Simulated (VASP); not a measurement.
Here is a VASP 6.6.1 calculation.

The input INCAR:

```
SYSTEM = C7O
ALGO = Normal
DIPOL = 0.5 0.5 0.508
EDIFF = 1E-6
ENCUT = 520
GGA = PE
IDIPOL = 3
ISIF = 2
ISMEAR = 0
IVDW = 12
LASPH = .True.
LCHARG = .True.
LDIPOL = .True.
LELF = .True.
LREAL = .False.
LVACPOTAV = .True.
LVHAR = .True.
LWAVE = .False.
NBANDS = 27
NELM = 80
PREC = Accurate
SIGMA = 0.05
```

KPOINTS

```
k-points
0
Gamma
  12 12 1
  0 0 0
```

The input POSCAR:

```
C7O
1.0
    2.4656258796      0.0000000000      0.0000000000
   -1.2328129398      2.1341717713      0.0000000000
    0.0000000000      0.0000000000     26.9342703304
C O
7 1
Direct
    0.6666996623      0.3333993247      0.3155830804
    0.3333003376      0.6666006753      0.3155830804
    0.1667165298      0.3334330597      0.4414481157
    0.8332834702      0.6665669403      0.4414481157
    0.6667188051      0.3334376103      0.5683497304
    0.3332811949      0.6665623897      0.5683497304
    1.0000000000      1.0000000000      0.6859766680
    1.0000000000      1.0000000000      0.7280856849
```

Potentials or basis: VASP PAW PBE potentials, release 64 (C, O).

The run is started by

```sh
$ cat potpaw_PBE.64/C/POTCAR potpaw_PBE.64/O/POTCAR > POTCAR
$ mpirun -np 1 vasp_std > vasp.out
```

(1) What does it give for the band gap on the k mesh?

(2) Estimate the largest force.

(3) Estimate the dispersion energy per atom.

## Answers

(1) zero (bands 17 and 18 overlap by 0.15 eV).

(2) 0.959 eV/Å.

(3) -0.135 eV.
